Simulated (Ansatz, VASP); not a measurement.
# Two plane-wave programs on Hf

```
CELL_PARAMETERS angstrom
4.48873 0.00000 0.00000
0.00000 4.48873 0.00000
0.00000 0.00000 4.48873
ATOMIC_POSITIONS crystal
Hf 0.99992 0.99992 0.99992
Hf 0.50008 0.00008 0.49992
Hf 0.49992 0.50008 0.00008
Hf 0.00008 0.49992 0.50008
```

Alike in both runs: functional PBE; k mesh 4 × 4 × 4; occupations gaussian, width 0.1 eV; no spin polarisation.

Ansatz relaxed the structure, and its values are those at the end. VASP's run is a single point on that final structure, the one shown.

|  | VASP | Ansatz |
| --- | --- | --- |
| version | VASP 6.6.1 | Ansatz 0.2.0 |
| potentials or method | VASP PAW PBE potentials, release 64 (Hf_pv), cutoff 520 eV | scalar-relativistic, plane waves, PAW |
| valence electrons in the cell | 40 | 104 |

|  | VASP | Ansatz | Ansatz less VASP |
| --- | --- | --- | --- |
| gap on the k mesh at the Fermi level (eV) | none | none | - |
| pressure (GPa) | -0.4 | 0.0 | +0.44 |

A gap of «none» marks a metal or a gap that the smearing closes. The functional is the same, so the differences come from potentials, cutoffs and numerics. VASP's potentials hold 40 valence electrons a cell and Ansatz's 104, so a difference there can come from the potentials and not from the codes.

Spin-orbit coupling is off throughout.
